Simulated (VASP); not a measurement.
Set up this calculation in VASP 6.6.1, as the native input.

```yaml
Task: single point
Functional: PBE
Potentials_or_basis: VASP PAW PBE potentials, release 64 (Pd)
Cutoff: 520 eV
k_mesh: 20 × 20 × 20
Occupations: gaussian, width 0.15 eV
Spin: no spin polarisation
Dipole_correction: no
Further_INCAR_settings: ALGO = Normal; EDIFF = 1e-06; NBANDS = 11
```

The structure of Pd lies in POSCAR:

```
Pd
1.0
    0.0000000000      2.0421450000      1.8476550000
    2.0421450000      0.0000000000      1.8476550000
    2.0421450000      2.0421450000      0.0000000000
Pd
1
Direct
    0.0000000000      0.0000000000      0.0000000000
```

This cell differs from its parent crystal: strain +0.050 along x and y, -0.050 along z.

The input as run:

INCAR

```
PREC = Accurate
ENCUT = 520
EDIFF = 1E-6
ISMEAR = 0
SIGMA = 0.15
LREAL = F
LASPH = T
NELM = 60
ALGO = Normal
ISIF = 2
LWAVE = F
LCHARG = F
GGA = PE
NBANDS = 11
```

KPOINTS

```
regular mesh
0
Gamma
  20 20 20
```

Potentials or basis: VASP PAW PBE potentials, release 64 (Pd).

Command:

```sh
$ cat potpaw_PBE.64/Pd/POTCAR > POTCAR
$ mpirun -np 1 vasp_std > vasp.out
```

It gave:

* Pressure: -0.8 GPa
* Band gap on the k mesh: zero (bands 5 and 6 overlap by 1.69 eV)

Caveat: the cell differs from its parent crystal (strain +0.050 along x and y, -0.050 along z).

Run time: 2 min on 1 thread of Intel Xeon 8259CL, with other jobs on the host, peak memory 0.22 GiB.
